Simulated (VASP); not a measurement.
# ZrB (R-3m) in VASP: further runs

ZrB is run at these levels: PBEsol; tasks: single point.

All numbers are computed with VASP 6.6.1; they aren't measurements. Logs are shortened: lines on timing, memory, paths and dates and some standing lists are left out, and cuts for length are marked.

### 1 The cell of the first run

The structure is trigonal, space group R-3m (No. 166). The conventional cell has a = 2.755 Å, b = 2.755 Å, c = 11.472 Å, α = 90.00°, β = 90.00°, γ = 120.00°. Within 3.3 Å of Zr (site symmetry -3m) lie 6 B at 2.49 Å and 6 Zr at 2.76 Å. Within 3.3 Å of B (site symmetry -3m) lie 6 Zr at 2.49 Å and 6 B at 2.76 Å.

### 2 Single point, PBEsol

File INCAR:

```
SYSTEM = ZrB
PREC = Accurate
ENCUT = 520
EDIFF = 1E-6
ISMEAR = 0
SIGMA = 0.15
LREAL = .FALSE.
LASPH = .TRUE.
NELM = 100
ALGO = Normal
ISIF = 2
LWAVE = .FALSE.
LCHARG = .TRUE.
GGA = PS
LELF = .TRUE.
LVHAR = .TRUE.
NBANDS = 14
```

File KPOINTS:

```
regular mesh
0
G
  20 20 20
  0 0 0
```

File POSCAR:

```
ZrB
1.0
    0.9091037120      2.8571830949      2.8571830949
    2.8571830949      0.9091037120      2.8571830949
    2.8571830949      2.8571830949      0.9091037120
Zr B
1 1
Direct
    0.0000000000      0.0000000000      0.0000000000
    0.5000000000      0.5000000000      0.5000000000
```

Potentials or basis: VASP PAW PBE potentials, release 64 (Zr_sv, B).

Started as:

```bash
> cat potpaw_PBE.64/Zr_sv/POTCAR potpaw_PBE.64/B/POTCAR > POTCAR
> mpirun -np 1 vasp_std > vasp.out
```

OUTCAR:

```text
SYSTEM = ZrB
   PREC = Accurate
   ENCUT = 520
   EDIFF = 1E-6
   ISMEAR = 0
   LREAL = .FALSE.
   LASPH = .TRUE.
   NELM = 100
   ISIF = 2
   GGA = PS

 ion  position               nearest neighbor table
   1  0.000  0.000  0.000-   2 2.49   2 2.49   2 2.49   2 2.49   2 2.49   2 2.49
   2  0.500  0.500  0.500-   1 2.49   1 2.49   1 2.49   1 2.49   1 2.49   1 2.49

  LATTYP: Found a trigonal (rhomboedric) cell.
 ALAT       =     4.1416735790
 COS(alpha) =     0.7787610619

  Lattice vectors:

 A1 = (   0.9091037120,   2.8571830949,   2.8571830949)
 A2 = (   2.8571830949,   0.9091037120,   2.8571830949)
 A3 = (   2.8571830949,   2.8571830949,   0.9091037120)

Analysis of symmetry for initial positions (statically):
=====================================================================
 Subroutine PRICEL returns:
 Original cell was already a primitive cell.

 Routine SETGRP: Setting up the symmetry group for a
 trigonal (rhombohedral) supercell.

 Subroutine GETGRP returns: Found 12 space group operations
 (whereof 12 operations were pure point group operations)
 out of a pool of 12 trial point group operations.

The static configuration has the point symmetry D_3d.

Analysis of symmetry for dynamics (positions and initial velocities):
=====================================================================
 Subroutine PRICEL returns:
 Original cell was already a primitive cell.

 Routine SETGRP: Setting up the symmetry group for a
 trigonal (rhombohedral) supercell.

 Subroutine GETGRP returns: Found 12 space group operations
 (whereof 12 operations were pure point group operations)
 out of a pool of 12 trial point group operations.

The dynamic configuration has the point symmetry D_3d.

 Subroutine INISYM returns: Found 12 space group operations
 (whereof 12 operations are pure point group operations),
 and found     1 'primitive' translations

----------------------------------------------------------------------------------------

                                     Primitive cell

  volume of cell :      25.1362

  direct lattice vectors                    reciprocal lattice vectors
     0.909103712  2.857183095  2.857183095    -0.291891314  0.221434790  0.221434790
     2.857183095  0.909103712  2.857183095     0.221434790 -0.291891314  0.221434790
     2.857183095  2.857183095  0.909103712     0.221434790  0.221434790 -0.291891314

  length of vectors
     4.141673579  4.141673579  4.141673579     0.428097269  0.428097269  0.428097269

  position of ions in fractional coordinates (direct lattice)
     0.000000000  0.000000000  0.000000000
     0.500000000  0.500000000  0.500000000

  ion indices of the primitive-cell ions
   primitive index   ion index
                 1           1
                 2           2

----------------------------------------------------------------------------------------

 KPOINTS: regular mesh

Automatic generation of k-mesh.
 Grid dimensions read from file:
 generate k-points for:   20   20   20

 Generating k-lattice:

  Cartesian coordinates                     Fractional coordinates (reciprocal lattice)
    -0.014594566  0.011071739  0.011071739     0.050000000  0.000000000  0.000000000
     0.011071739 -0.014594566  0.011071739     0.000000000  0.050000000  0.000000000
     0.011071739  0.011071739 -0.014594566     0.000000000  0.000000000  0.050000000

  Length of vectors
     0.021404863  0.021404863  0.021404863

  Shift w.r.t. Gamma in fractional coordinates (k-lattice)
     0.000000000  0.000000000  0.000000000

 Subroutine IBZKPT returns following result:
 ===========================================

 Found    781 irreducible k-points:

 Following reciprocal coordinates:
            Coordinates               Weight
  0.000000  0.000000  0.000000      1.000000
  0.050000  0.000000 -0.000000      6.000000
  0.100000 -0.000000 -0.000000      6.000000
  0.150000 -0.000000 -0.000000      6.000000
  0.200000 -0.000000 -0.000000      6.000000
  0.250000  0.000000  0.000000      6.000000
[... 16 lines left out ...]
 -0.400000  0.050000 -0.000000     12.000000
 -0.350000  0.050000 -0.000000     12.000000
 [... further k-points ...]
   k-points           NKPTS =    781   k-points in BZ     NKDIM =    781   number of bands    NBANDS=     14
   number of dos      NEDOS =    301   number of ions     NIONS =      2
   total plane-waves  NPLWV =  32768
   dimension x,y,z NGX =    32 NGY =   32 NGZ =   32
   dimension x,y,z NGXF=    64 NGYF=   64 NGZF=   64
   ions per type =               1   1
   NGX,Y,Z   is equivalent  to a cutoff of  12.84, 12.84, 12.84 a.u.
   NGXF,Y,Z  is equivalent  to a cutoff of  25.69, 25.69, 25.69 a.u.
 SYSTEM =  ZrB
   PREC   = accura    normal or accurate (medium, high low for compatibility)
   ISTART =      0    job   : 0-new  1-cont  2-samecut
   ICHARG =      2    charge: 1-file 2-atom 10-const
   ISPIN  =      1    spin polarized calculation?
   LNONCOLLINEAR =      F non collinear calculations
   LSORBIT =      F    spin-orbit coupling
   LASPH  =      T    aspherical Exc in radial PAW
   ENCUT  =  520.0 eV  38.22 Ry    6.18 a.u.   7.70  7.70  7.70*2*pi/ulx,y,z
   NELM   =    100;   NELMIN=  2; NELMDL= -5     # of ELM steps
   EDIFF  = 0.1E-05   stopping-criterion for ELM
   LREAL  =      F    real-space projection
   EDIFFG = 0.1E-04   stopping-criterion for IOM
   NSW    =      0    number of steps for IOM
   IBRION =     -1    ionic relax: 0-MD 1-quasi-New 2-CG
   NFREE  =      0    steps in history (QN), initial steepest desc. (CG)
   ISIF   =      2    stress and relaxation
   ISYM   =      2    0-nonsym 1-usesym 2-fastsym
   POTIM  = 0.5000    time-step for ionic-motion
   TEBEG  =    0.0;   TEEND  =   0.0 temperature during run
   PSTRESS=    0.0 pullay stress
   NELECT =      15.0000    total number of electrons
   NUPDOWN=      -1.0000    fix difference up-down
   EMIN   =  10.00;   EMAX   =-10.00  energy-range for DOS
   EFERMI =   0.00;   METHOD = LEGACY
   ISMEAR =     0;   SIGMA  =   0.15  broadening in eV -4-tet -1-fermi 0-gaus
   EFERMI_NEDOS =   21; number of points for ismear=-14 and -15
   IALGO  =     38    algorithm
   IMIX   =      4    mixing-type and parameters
     AMIX     =   0.40;   BMIX     =  1.00
     AMIX_MAG =   1.60;   BMIX_MAG =  1.00
  volume/ion in A,a.u.               =      12.57        84.81
  Fermi-wavevector in a.u.,A,eV,Ry     =   1.378285  2.604581 25.846565  1.899669
  Thomas-Fermi vector in A             =   2.503360
   LORBIT       =      0    0 simple, 1 ext, 2 COOP (PROOUT), +10 PAW based schemes
   GGA     = PS    functional components
   LHFCALC =     F    Hartree Fock is set to
   AEXX    =    0.0000 exact exchange contribution
   IVDW    =     0    specifies the selected vdW correction
   LEPSILON=     F    determine dielectric tensor
   LRPA    =     F    only Hartree local field effects (RPA)
 non-spin polarized calculation
 Gauss-broadening in eV      SIGMA  =   0.15
  energy-cutoff  :      520.00
  volume of cell :       25.14
 maximum number of plane-waves:       690
   NGX = 15   NGY = 15   NGZ = 15

 number of electron      15.0000000 magnetization

 Free energy of the ion-electron system (eV)
  ---------------------------------------------------
  ext. energy  EPLUGINS =         0.00000000
  ---------------------------------------------------
  free energy    TOTEN  =       -14.81162661 eV

  energy without entropy =      -14.79846969  energy(sigma->0) =      -14.80504815

 E-fermi :  10.0584     XC(G=0): -12.3603

 val. band max:       10.0568983196   @ k =  -0.4500   0.2500   0.2000
 cond. band min:      10.0600647744   @ k =   0.4000   0.4000   0.3500
 fundamental gap:      0.0031664548
 Fermi energy:        10.0584301280

 k-point     1 :       0.0000    0.0000    0.0000
  band No.  band energies     occupation
      1     -37.9937      2.00000
      2     -16.1692      2.00000
      3     -14.6593      2.00000
      4     -14.6593      2.00000
      5       0.2299      2.00000
      6       7.5699      2.00000
      7       9.9459      1.71112
      8      11.7334      0.00000
      9      11.7334      0.00000
     10      15.4923      0.00000
     11      15.4923      0.00000
     12      16.1919      0.00000
     13      16.1919      0.00000
     14      21.9789      0.00000

 k-point     2 :       0.0500    0.0000   -0.0000
  band No.  band energies     occupation
      1     -37.9815      2.00000
      2     -16.1573      2.00000
      3     -14.7358      2.00000
      4     -14.6752      2.00000
      5       0.3036      2.00000
      6       7.6844      2.00000
      7       9.7921      1.98795
      8      11.6209      0.00000
      9      11.8466      0.00000
     10      15.0156      0.00000
     11      15.2253      0.00000
     12      16.4007      0.00000
     13      16.6536      0.00000
     14      22.2823      0.00000

 k-point     3 :       0.1000   -0.0000   -0.0000
  band No.  band energies     occupation
      1     -37.9457      2.00000
      2     -16.1225      2.00000
      3     -14.9539      2.00000
      4     -14.7210      2.00000
      5       0.5190      2.00000
      6       7.9829      2.00000
      7       9.4232      2.00000
      8      11.2837      0.00000
      9      12.1827      0.00000
     10      14.3201      0.00000
     11      14.7188      0.00000
     12      16.7856      0.00000
     13      17.3018      0.00000
     14      22.4311      0.00000
[... 324 lines left out ...]
 k-point    23 :      -0.4000    0.0500   -0.0000
  band No.  band energies     occupation
      1     -37.4910      2.00000
      2     -17.2305      2.00000
      3     -15.6762      2.00000
      4     -15.2871      2.00000
      5       4.2609      2.00000
      6       5.8725      2.00000
      7       6.9617      2.00000
      8       9.4423      2.00000
      9      11.1577      0.00000
     10      16.2338      0.00000
     11      18.4662      0.00000
     12      19.1730      0.00000
     13      19.6495      0.00000
     14      20.7987      0.00000

 k-point    24 :      -0.3500    0.0500   -0.0000
  band No.  band energies     occupation
      1     -37.5415      2.00000
      2     -17.0093      2.00000
      3     -15.7243      2.00000
      4     -15.2303      2.00000
      5       3.5436      2.00000
      6       6.1745      2.00000
      7       7.5466      2.00000
      8       9.7552      1.99574
      9      11.4561      0.00000
     10      15.1449      0.00000
     11      17.4880      0.00000
     12      18.9526      0.00000
     13      19.7505      0.00000
     14      21.0314      0.00000

 [... further k-points ...]
[... 5 lines left out ...]
  --------------------------------------------------------------------------------------
  -------------------------------------------------------------------------------------
  Total        4.3145966      4.3145966      4.3145966     -2.2485900     -2.2485900     -2.2485900
  in kB      275.0121707    275.0121707    275.0121707   -143.3250100   -143.3250100   -143.3250100
  external PRESSURE =     275.0121707 kB  Pullay stress =       0.0000000 kB

 VOLUME and BASIS-vectors are now :
 -----------------------------------------------------------------------------
  energy-cutoff  :      520.00
  volume of cell :       25.14
      direct lattice vectors                 reciprocal lattice vectors
     0.909103712  2.857183095  2.857183095    -0.291891314  0.221434790  0.221434790
     2.857183095  0.909103712  2.857183095     0.221434790 -0.291891314  0.221434790
     2.857183095  2.857183095  0.909103712     0.221434790  0.221434790 -0.291891314

 POSITION                                       TOTAL-FORCE (eV/Angst)
 -----------------------------------------------------------------------------------
      0.00000      0.00000      0.00000         0.000000     -0.000000     -0.000000
      3.31173      3.31173      3.31173        -0.000000      0.000000      0.000000
 -----------------------------------------------------------------------------------
    total drift:                                0.000000     -0.000000     -0.000000

  FREE ENERGIE OF THE ION-ELECTRON SYSTEM (eV)
  ---------------------------------------------------
  free  energy   TOTEN  =       -14.8116266096 eV

  energy  without entropy=      -14.7984696941  energy(sigma->0) =      -14.80504815
```

Wall time 2.7 min (1 thread of Intel Xeon Platinum 8488C (Sapphire Rapids), shared host); peak memory 0.4 GiB.

What came out:

```
Free energy            : -14.8116 eV
Pressure               : 27.5 GPa
Band gap on the k mesh : zero (an odd number of electrons rules out a gap without spin polarisation)
```

Stress tensor (GPa, compression positive):
```
 27.50 -14.33 -14.33
-14.33  27.50 -14.33
-14.33 -14.33  27.50
```

Caveat: the cell stands under pressure; the PAW data sets were made with another functional, which shifts forces and pressure a little.

### 3 Single point, PBEsol

This run uses another cell than the first one, of the same volume but with other edges.

File INCAR:

```
PREC = Accurate
ENCUT = 520
EDIFF = 1E-6
ISMEAR = 0
SIGMA = 0.15
LREAL = F
LASPH = T
NELM = 60
ALGO = Normal
ISIF = 2
LWAVE = F
LCHARG = F
GGA = PS
NBANDS = 14
```

File KPOINTS:

```
regular mesh
0
Gamma
  20 20 20
```

File POSCAR:

```
ZrB
1.0
   -0.1111566429      2.2707714195      2.2707714195
    2.2707714195     -0.1111566429      2.2707714195
    2.2707714195      2.2707714195     -0.1111566429
Zr B
1 1
Direct
    0.0000000000      0.0000000000      0.0000000000
    0.5000000000      0.5000000000      0.5000000000
```

Potentials or basis: VASP PAW PBE potentials, release 64 (Zr_sv, B).

Started as:

```bash
> cat potpaw_PBE.64/Zr_sv/POTCAR potpaw_PBE.64/B/POTCAR > POTCAR
> mpirun -np 1 vasp_std > vasp.out
```

Wall time 95 s (1 thread of Intel Xeon Platinum 8488C (Sapphire Rapids), shared host); peak memory 0.38 GiB.

The run converged. Its results:

```
Free energy            : -16.5924 eV
Pressure               : 29.5 GPa
Band gap on the k mesh : zero (an odd number of electrons rules out a gap without spin polarisation)
```

Stress tensor (GPa, compression positive):
```
29.55  2.46  2.46
 2.46 29.55  2.46
 2.46  2.46 29.55
```

Levels at points of the mesh, in eV from the Fermi level:
```csv
k point,band 6,band 7,band 8,band 9,band 10,band 11
"(0.00, 0.00, 0.00)",1.46,1.46,2.53,3.65,3.65,3.71
"(0.50, 0.00, 0.00)",-3.73,-1.66,-0.88,5.13,5.65,7.57
"(0.50, 0.50, 0.00)",-1.21,-0.36,2.25,2.83,5.35,6.74
"(0.50, 0.50, 0.50)",-3.20,-1.90,-1.90,6.06,6.06,7.69
```

Caveat: the cell stands under pressure; the PAW data sets were made with another functional, which shifts forces and pressure a little.

### 4 Single point, PBEsol

This run uses another cell than the first one, of the same volume but with other edges.

File INCAR:

```
  PREC = Accurate
  ENCUT = 520
  EDIFF = 1E-6
  ISMEAR = 0
  SIGMA = 0.15
  LREAL = False
  LASPH = True
  NELM = 80
  ALGO = Normal
  ISIF = 2
  LWAVE = False
  LCHARG = True
  GGA = PS
  LELF = True
  LVHAR = True
  NBANDS = 14
```

KPOINTS is that of step 3.

File POSCAR:

```
ZrB
1.0
    0.1208593998      2.3869731470      2.3869731470
    2.3869731470      0.1208593998      2.3869731470
    2.3869731470      2.3869731470      0.1208593998
Zr B
1 1
Direct
    0.0000000000      0.0000000000      0.0000000000
    0.5000000000      0.5000000000      0.5000000000
```

Started as:

```bash
> cat potpaw_PBE.64/Zr_sv/POTCAR potpaw_PBE.64/B/POTCAR > POTCAR
> mpirun -np 1 vasp_std > vasp.out
```

Run time: 2.7 min. Hardware: 1 thread of Intel Xeon Platinum 8488C (Sapphire Rapids), shared host; peak memory 0.4 GiB.

Results (log left out):

| Item | Value |
| --- | --- |
| Free energy | -16.5822 eV |
| Pressure | 29.5 GPa |
| Band gap on the k mesh | zero (an odd number of electrons rules out a gap without spin polarisation) |

Stress tensor (GPa, compression positive):
```
29.55 -3.40 -3.40
-3.40 29.55 -3.40
-3.40 -3.40 29.55
```

Levels at points of the mesh, in eV from the Fermi level:
```csv
k point,band 4,band 5,band 6,band 7,band 8,band 9,band 10,band 11,band 12,band 13
"(0.00, 0.00, 0.00)",-24.44,-8.38,1.13,2.13,2.13,3.37,3.72,3.72,4.04,4.04
"(0.50, 0.00, 0.00)",-24.59,-4.29,-3.46,-2.00,-1.17,5.00,6.30,7.77,8.08,12.85
"(0.50, 0.50, 0.00)",-24.76,-6.50,-1.23,-0.38,2.27,2.81,5.35,6.72,6.99,10.66
"(0.50, 0.50, 0.50)",-24.50,-4.24,-4.02,-0.96,-0.96,5.41,5.41,6.78,8.66,12.82
```

Caveat: the cell stands under pressure; the PAW data sets were made with another functional, which shifts forces and pressure a little.

### 5 Single point, PBEsol

This run uses another cell than the first one, of the same volume but with other edges.

File INCAR:

```
SYSTEM = ZrB
PREC     = Accurate       ! precision mode
ENCUT    = 520            ! plane-wave cutoff, eV
EDIFF    = 1E-7           ! SCF threshold, eV
ISMEAR   = 0              ! smearing method
SIGMA    = 0.15           ! smearing width, eV
LREAL    = .FALSE.        ! projectors in reciprocal space
LASPH    = .TRUE.         ! aspherical terms in the spheres
NELM     = 100            ! most SCF steps
ALGO     = Normal         ! electronic algorithm
ISIF     = 2              ! what is computed and relaxed
LWAVE    = .FALSE.        ! write WAVECAR
LCHARG   = .FALSE.        ! write CHGCAR
GGA      = PS             ! functional
NBANDS   = 14             ! bands
```

File KPOINTS:

```
regular mesh
0
G
  20 20 20
  0 0 0
```

File POSCAR:

```
ZrB
1.0
    1.2302358153      3.0755895382      3.0755895382
    3.0755895382      1.2302358153      3.0755895382
    3.0755895382      3.0755895382      1.2302358153
Zr B
1 1
Direct
    0.0000000000      0.0000000000      0.0000000000
    0.5000000000      0.5000000000      0.5000000000
```

Started as:

```bash
> cat potpaw_PBE.64/Zr_sv/POTCAR potpaw_PBE.64/B/POTCAR > POTCAR
> mpirun -np 1 vasp_std > vasp.out
```

It took 6.5 min on 1 thread of AMD EPYC 9R45 (Zen 5), shared host; peak memory 0.4 GiB.

Results (log left out):

```yaml
Free_energy: -14.1036 eV
Pressure: 24.0 GPa
Band_gap_on_the_k_mesh: zero (an odd number of electrons rules out a gap without spin polarisation)
```

Stress tensor (GPa, compression positive):
```
 24.01 -17.72 -17.72
-17.72  24.01 -17.72
-17.72 -17.72  24.01
```

Levels at points of the mesh, in eV from the Fermi level:
```csv
k point,band 5,band 6,band 7,band 8,band 9,band 10
"(0.00, 0.00, 0.00)",-10.19,-2.80,-1.27,1.63,1.63,6.58
"(0.50, 0.00, 0.00)",-5.15,-4.38,-3.54,-2.09,2.61,6.98
"(0.50, 0.50, 0.00)",-6.09,-3.64,-3.07,1.08,1.17,4.64
"(0.50, 0.50, 0.50)",-8.60,-4.93,-1.77,1.50,1.50,6.08
```

Caveat: the cell stands under pressure; the PAW data sets were made with another functional, which shifts forces and pressure a little.

### 6 Summary

```tsv
cell	gap on the mesh (eV)	pressure (GPa)
a = 4.142 Å, angles 38.9°, 2 atoms	none	27.5
a = 3.213 Å, angles 63.2°, 2 atoms	none	29.5
a = 3.378 Å, angles 56.6°, 2 atoms	none	29.5
a = 4.520 Å, angles 33.6°, 2 atoms	none	24.0
```

Alike in all rows: task single point; level PBEsol; potentials or basis VASP PAW PBE potentials, release 64 (Zr_sv, B); no spin polarisation; k mesh 20 × 20 × 20; cutoff (eV) 520; smearing gaussian 0.15 eV.

Caveats: the cell stands under pressure; the PAW data sets were made with another functional, which shifts forces and pressure a little.

Total energies depend on the potentials used, so only differences within one code and one set of settings carry meaning.
